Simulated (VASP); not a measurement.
# InAs (I-4m2) in VASP: single point with PBE

Aim: the single point of InAs with PBE.

Program: VASP 6.6.1. These are calculated values, not measurements. Logs are shortened: lines on timing, memory, paths and dates and some standing lists are left out, and cuts for length are marked.

### 1 The cell of the first run

It takes space group I-4m2 (No. 119, tetragonal). The conventional cell has a = 4.063 Å, b = 4.063 Å, c = 6.048 Å, α = 90.00°, β = 90.00°, γ = 90.00°. In (site symmetry -4m2) has 4 As at 2.53 Å within 3.3 Å. Within 3.3 Å of As (site symmetry -4m2) lie 4 In at 2.53 Å.

### 2 Single point, PBE (strain -0.050 along x and y, +0.000 along z)

INCAR

```
ALGO = Normal
EDIFF = 1E-6
ENCUT = 520
GGA = PE
ISIF = 2
ISMEAR = 0
LASPH = T
LCHARG = F
LREAL = F
LWAVE = F
NBANDS = 16
NELM = 80
PREC = Accurate
SIGMA = 0.15
```

KPOINTS

```
k-points
0
Gamma
  14 14 14
```

POSCAR

```
InAs
1.0
    0.0000000000      2.8728000000      3.0240000000
    2.8728000000      0.0000000000      3.0240000000
    2.8728000000      2.8728000000      0.0000000000
In As
1 1
Direct
    0.0000000000      0.0000000000      0.0000000000
    0.7500000000      0.7500000000      0.7500000000
```

Potentials or basis: VASP PAW PBE potentials, release 64 (In_d, As).

Run with:

```bash
cat potpaw_PBE.64/In_d/POTCAR potpaw_PBE.64/As/POTCAR > POTCAR
mpirun -np 1 vasp_std > vasp.out
```

OUTCAR:

```text
EDIFF = 1E-6
   ENCUT = 520
   GGA = PE
   ISIF = 2
   ISMEAR = 0
   LASPH = T
   LREAL = F
   NELM = 80
   PREC = Accurate

 ion  position               nearest neighbor table
   1  0.000  0.000  0.000-   2 2.53   2 2.53   2 2.53   2 2.53
   2  0.750  0.750  0.750-   1 2.53   1 2.53   1 2.53   1 2.53

  LATTYP: Found a body centered tetragonal cell.
 ALAT       =     4.0627527220
 C/A-ratio  =     1.4886458551

  Lattice vectors:

 A1 = (  -2.8728000000,   0.0000000000,   3.0240000000)
 A2 = (   2.8728000000,   0.0000000000,   3.0240000000)
 A3 = (   0.0000000000,   2.8728000000,  -3.0240000000)

Analysis of symmetry for initial positions (statically):
=====================================================================
 Subroutine PRICEL returns:
 Original cell was already a primitive cell.

 Routine SETGRP: Setting up the symmetry group for a
 body centered tetragonal supercell.

 Subroutine GETGRP returns: Found  8 space group operations
 (whereof  8 operations were pure point group operations)
 out of a pool of 16 trial point group operations.

The static configuration has the point symmetry D_2d.

Analysis of symmetry for dynamics (positions and initial velocities):
=====================================================================
 Subroutine PRICEL returns:
 Original cell was already a primitive cell.

 Routine SETGRP: Setting up the symmetry group for a
 body centered tetragonal supercell.

 Subroutine GETGRP returns: Found  8 space group operations
 (whereof  8 operations were pure point group operations)
 out of a pool of 16 trial point group operations.

The dynamic configuration has the point symmetry D_2d.

 Subroutine INISYM returns: Found  8 space group operations
 (whereof  8 operations are pure point group operations),
 and found     1 'primitive' translations

----------------------------------------------------------------------------------------

                                     Primitive cell

  volume of cell :      49.9140

  direct lattice vectors                    reciprocal lattice vectors
     0.000000000  2.872800000  3.024000000    -0.174046227  0.174046227  0.165343915
     2.872800000  0.000000000  3.024000000     0.174046227 -0.174046227  0.165343915
     2.872800000  2.872800000  0.000000000     0.174046227  0.174046227 -0.165343915

  length of vectors
     4.171037741  4.171037741  4.062752722     0.296517771  0.296517771  0.296517771

  position of ions in fractional coordinates (direct lattice)
     0.000000000  0.000000000  0.000000000
     0.750000000  0.750000000  0.750000000

  ion indices of the primitive-cell ions
   primitive index   ion index
                 1           1
                 2           2

----------------------------------------------------------------------------------------

 KPOINTS: k-points

Automatic generation of k-mesh.
 Grid dimensions read from file:
 generate k-points for:   14   14   14

 Generating k-lattice:

  Cartesian coordinates                     Fractional coordinates (reciprocal lattice)
    -0.012431873  0.012431873  0.011810280     0.071428571 -0.000000000  0.000000000
     0.012431873 -0.012431873  0.011810280    -0.000000000  0.071428571  0.000000000
     0.012431873  0.012431873 -0.011810280     0.000000000  0.000000000  0.071428571

  Length of vectors
     0.021179841  0.021179841  0.021179841

  Shift w.r.t. Gamma in fractional coordinates (k-lattice)
     0.000000000  0.000000000  0.000000000

 Subroutine IBZKPT returns following result:
 ===========================================

 Found    244 irreducible k-points:

 Following reciprocal coordinates:
            Coordinates               Weight
  0.000000  0.000000  0.000000      1.000000
  0.071429  0.000000  0.000000      8.000000
  0.142857  0.000000  0.000000      8.000000
  0.214286  0.000000  0.000000      8.000000
  0.285714  0.000000  0.000000      8.000000
  0.357143  0.000000  0.000000      8.000000
[... 16 lines left out ...]
  0.214286  0.142857  0.000000      8.000000
  0.285714  0.142857  0.000000      8.000000
 [... further k-points ...]
   k-points           NKPTS =    244   k-points in BZ     NKDIM =    244   number of bands    NBANDS=     16
   number of dos      NEDOS =    301   number of ions     NIONS =      2
   total plane-waves  NPLWV =  30720
   dimension x,y,z NGX =    32 NGY =   32 NGZ =   30
   dimension x,y,z NGXF=    64 NGYF=   64 NGZF=   60
   ions per type =               1   1
   NGX,Y,Z   is equivalent  to a cutoff of  12.75, 12.75, 12.28 a.u.
   NGXF,Y,Z  is equivalent  to a cutoff of  25.51, 25.51, 24.55 a.u.
 SYSTEM =  unknown system
   PREC   = accura    normal or accurate (medium, high low for compatibility)
   ISTART =      0    job   : 0-new  1-cont  2-samecut
   ICHARG =      2    charge: 1-file 2-atom 10-const
   ISPIN  =      1    spin polarized calculation?
   LNONCOLLINEAR =      F non collinear calculations
   LSORBIT =      F    spin-orbit coupling
   LASPH  =      T    aspherical Exc in radial PAW
   ENCUT  =  520.0 eV  38.22 Ry    6.18 a.u.   7.76  7.76  7.55*2*pi/ulx,y,z
   NELM   =     80;   NELMIN=  2; NELMDL= -5     # of ELM steps
   EDIFF  = 0.1E-05   stopping-criterion for ELM
   LREAL  =      F    real-space projection
   EDIFFG = 0.1E-04   stopping-criterion for IOM
   NSW    =      0    number of steps for IOM
   IBRION =     -1    ionic relax: 0-MD 1-quasi-New 2-CG
   NFREE  =      0    steps in history (QN), initial steepest desc. (CG)
   ISIF   =      2    stress and relaxation
   ISYM   =      2    0-nonsym 1-usesym 2-fastsym
   POTIM  = 0.5000    time-step for ionic-motion
   TEBEG  =    0.0;   TEEND  =   0.0 temperature during run
   PSTRESS=    0.0 pullay stress
   NELECT =      18.0000    total number of electrons
   NUPDOWN=      -1.0000    fix difference up-down
   EMIN   =  10.00;   EMAX   =-10.00  energy-range for DOS
   EFERMI =   0.00;   METHOD = LEGACY
   ISMEAR =     0;   SIGMA  =   0.15  broadening in eV -4-tet -1-fermi 0-gaus
   EFERMI_NEDOS =   21; number of points for ismear=-14 and -15
   IALGO  =     38    algorithm
   IMIX   =      4    mixing-type and parameters
     AMIX     =   0.40;   BMIX     =  1.00
     AMIX_MAG =   1.60;   BMIX_MAG =  1.00
  volume/ion in A,a.u.               =      24.96       168.42
  Fermi-wavevector in a.u.,A,eV,Ry     =   1.165265  2.202032 18.474578  1.357843
  Thomas-Fermi vector in A             =   2.301793
   LORBIT       =      0    0 simple, 1 ext, 2 COOP (PROOUT), +10 PAW based schemes
   GGA     = PE    functional components
   LHFCALC =     F    Hartree Fock is set to
   AEXX    =    0.0000 exact exchange contribution
   IVDW    =     0    specifies the selected vdW correction
   LEPSILON=     F    determine dielectric tensor
   LRPA    =     F    only Hartree local field effects (RPA)
 non-spin polarized calculation
 Gauss-broadening in eV      SIGMA  =   0.15
  energy-cutoff  :      520.00
  volume of cell :       49.91
 maximum number of plane-waves:      1368
   NGX = 15   NGY = 15   NGZ = 15

 number of electron      18.0000005 magnetization

 Free energy of the ion-electron system (eV)
  ---------------------------------------------------
  ext. energy  EPLUGINS =         0.00000000
  ---------------------------------------------------
  free energy    TOTEN  =        -7.40091024 eV

  energy without entropy =       -7.40083180  energy(sigma->0) =       -7.40087102

 E-fermi :   5.8666     XC(G=0):  -9.5522

 val. band max:        5.7038441591   @ k =   0.0000   0.0000   0.0000
 cond. band min:       5.9254360343   @ k =   0.0000   0.0000   0.0000
 fundamental gap:      0.2215918752
 Fermi energy:         5.8665812637

 k-point     1 :       0.0000    0.0000    0.0000
  band No.  band energies     occupation
      1      -9.0514      2.00000
      2      -9.0300      2.00000
      3      -9.0300      2.00000
      4      -8.8645      2.00000
      5      -8.8645      2.00000
      6      -6.9618      2.00000
[... 8 lines left out ...]
     15      15.0074      0.00000
     16      15.5197      0.00000

 k-point     2 :       0.0714    0.0000    0.0000
  band No.  band energies     occupation
      1      -9.0548      2.00000
      2      -9.0348      2.00000
      3      -9.0272      2.00000
      4      -8.8650      2.00000
      5      -8.8642      2.00000
      6      -6.8972      2.00000
[... 8 lines left out ...]
     15      14.5202      0.00000
     16      15.3731      0.00000

 k-point     3 :       0.1429    0.0000    0.0000
  band No.  band energies     occupation
      1      -9.0792      2.00000
      2      -9.0322      2.00000
      3      -9.0197      2.00000
      4      -8.8659      2.00000
      5      -8.8631      2.00000
      6      -6.7091      2.00000
[... 8 lines left out ...]
     15      14.5699      0.00000
     16      14.7382      0.00000

 k-point     4 :       0.2143    0.0000    0.0000
  band No.  band energies     occupation
      1      -9.1177      2.00000
      2      -9.0228      2.00000
      3      -9.0096      2.00000
      4      -8.8666      2.00000
      5      -8.8605      2.00000
      6      -6.4137      2.00000
[... 8 lines left out ...]
     15      14.4276      0.00000
     16      14.5210      0.00000
[... 324 lines left out ...]
 k-point    22 :       0.1429    0.1429    0.0000
  band No.  band energies     occupation
      1      -9.1097      2.00000
      2      -9.0099      2.00000
      3      -9.0099      2.00000
      4      -8.8698      2.00000
      5      -8.8597      2.00000
      6      -6.6480      2.00000
[... 8 lines left out ...]
     15      14.9681      0.00000
     16      16.2178      0.00000

 k-point    23 :       0.2143    0.1429    0.0000
  band No.  band energies     occupation
      1      -9.1364      2.00000
      2      -9.0024      2.00000
      3      -8.9993      2.00000
      4      -8.8725      2.00000
      5      -8.8579      2.00000
      6      -6.4399      2.00000
[... 8 lines left out ...]
     15      15.6602      0.00000
     16      15.9306      0.00000

 k-point    24 :       0.2857    0.1429    0.0000
  band No.  band energies     occupation
      1      -9.1651      2.00000
      2      -8.9976      2.00000
      3      -8.9884      2.00000
      4      -8.8727      2.00000
      5      -8.8565      2.00000
      6      -6.1327      2.00000
[... 8 lines left out ...]
     15      15.7555      0.00000
     16      15.7678      0.00000

 [... further k-points ...]

------------------------ aborting loop because EDIFF is reached ----------------------------------------

  FORCE on cell =-STRESS in cart. coord.  units (eV):
  Direction    XX          YY          ZZ          XY          YZ          ZX
  --------------------------------------------------------------------------------------
  -------------------------------------------------------------------------------------
  Total        4.0287916      4.0287916      3.5297776      0.0000000      0.0000000      0.0000000
  in kB      129.3191442    129.3191442    113.3014224      0.0000000      0.0000000      0.0000000
  external PRESSURE =     123.9799036 kB  Pullay stress =       0.0000000 kB

 VOLUME and BASIS-vectors are now :
 -----------------------------------------------------------------------------
  energy-cutoff  :      520.00
  volume of cell :       49.91
      direct lattice vectors                 reciprocal lattice vectors
     0.000000000  2.872800000  3.024000000    -0.174046227  0.174046227  0.165343915
     2.872800000  0.000000000  3.024000000     0.174046227 -0.174046227  0.165343915
     2.872800000  2.872800000  0.000000000     0.174046227  0.174046227 -0.165343915

 POSITION                                       TOTAL-FORCE (eV/Angst)
 -----------------------------------------------------------------------------------
      0.00000      0.00000      0.00000        -0.000000     -0.000000     -0.000000
      4.30920      4.30920      4.53600         0.000000      0.000000      0.000000
 -----------------------------------------------------------------------------------
    total drift:                               -0.000003     -0.000003     -0.000001

  FREE ENERGIE OF THE ION-ELECTRON SYSTEM (eV)
  ---------------------------------------------------
  free  energy   TOTEN  =        -7.4009102447 eV

  energy  without entropy=       -7.4008318020  energy(sigma->0) =       -7.40087102
```

Wall time 82 s (1 thread of Intel Xeon Platinum 8488C (Sapphire Rapids), shared host); peak memory 0.33 GiB.

What came out:

* Free energy: -7.4009 eV
* Pressure: 12.4 GPa
* Band gap on the k mesh: 0.22 eV

Caveat: the cell differs from its parent crystal (strain -0.050 along x and y, +0.000 along z); the cell stands under pressure; semilocal functionals underestimate gaps, and a narrow one can read as zero; spin-orbit coupling is left out, which moves the levels of the heavy elements.
